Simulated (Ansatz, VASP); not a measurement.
**Two plane-wave programs on Ti3Al**

File INCAR:

```
PREC     = Accurate       # precision mode
ENCUT    = 520            # plane-wave cutoff, eV
EDIFF    = 1E-6           # SCF threshold, eV
ISMEAR   = 0              # smearing method
SIGMA    = 0.15           # smearing width, eV
LREAL    = F              # projectors in reciprocal space
LASPH    = T              # aspherical terms in the spheres
NELM     = 100            # most SCF steps
ALGO     = Fast           # electronic algorithm
ISIF     = 2              # what is computed and relaxed
LWAVE    = F              # write WAVECAR
LCHARG   = T              # write CHGCAR
GGA      = PS             # functional
LELF     = T              # ELF
LVHAR    = T            
NBANDS   = 28             # bands
```

Contents of KPOINTS:

```
regular mesh
0
Gamma
  18 18 6
```

File POSCAR:

```
Ti3Al
1.0
    2.8957824532      0.0000000000      0.0000000000
   -1.4478912266      2.5078211683      0.0000000000
    0.0000000000      0.0000000000      9.1393541757
Ti Al
3 1
Direct
    0.6666666667      0.3333333333      0.0000000000
    0.3333333333      0.6666666667      0.7511761438
    0.3333333333      0.6666666667      0.2488238562
    0.6068537893      0.2137075786      0.5000000000
```

Input for Ansatz:

```yaml
crystal:
  lattice:
    - [2.8957824532, 0.0, 0.0]
    - [-1.4478912266, 2.5078211683, 0.0]
    - [0.0, 0.0, 9.1393541757]
  atoms:
    - { symbol: Ti, position: [0.6666666667, 0.3333333333, 0.0] }
    - { symbol: Ti, position: [0.3333333333, 0.6666666667, 0.7511761438] }
    - { symbol: Ti, position: [0.3333333333, 0.6666666667, 0.2488238562] }
    - { symbol: Al, position: [0.6068537893, 0.2137075786, 0.5] }
basis:
  ecutwfc: 420
kpoints:
  mp_grid: { grid: [18, 18, 6] }
hamiltonian:
  xc: pbesol
scf:
  occupations: { method: gaussian, width: 0.15 }
output:
  forces: true
  stress: true
  eigenvalues: true
```

Change from the starting cell: all Al atoms moved -0.300 Å, as atom 4 along Cartesian [0 1 0].

Alike in both runs: task single point; functional PBEsol; k mesh 18 × 18 × 6; occupations gaussian, width 0.15 eV; no spin polarisation.

```csv
,VASP,Ansatz
version,VASP 6.6.1,Ansatz 0.2.0
potentials or method,"VASP PAW PBE potentials, release 64 (Ti_sv, Al), cutoff 520 eV","scalar-relativistic, plane waves, PAW"
valence electrons in the cell,39,39
```

Ansatz gave:

| Quantity | Value |
| --- | --- |
| gap on the k mesh at the Fermi level (eV) | none |
| pressure (GPa) | 0.4 |
| traceless stress, the component that is largest in VASP (GPa) | -2.32 |
| rms of the force components (eV/Å) | 0.302 |

Q: Estimate VASP's values.

A: gap on the k mesh at the Fermi level (eV): none; pressure (GPa): 0.0; traceless stress, the component that is largest in VASP (GPa): -2.34; rms of the force components (eV/Å): 0.303.

VASP's potentials were made for PBE, not for PBEsol. Atom by atom the forces differ by 0.006 eV/Å (rms over components). A gap of «none» marks a metal or a gap that the smearing closes.
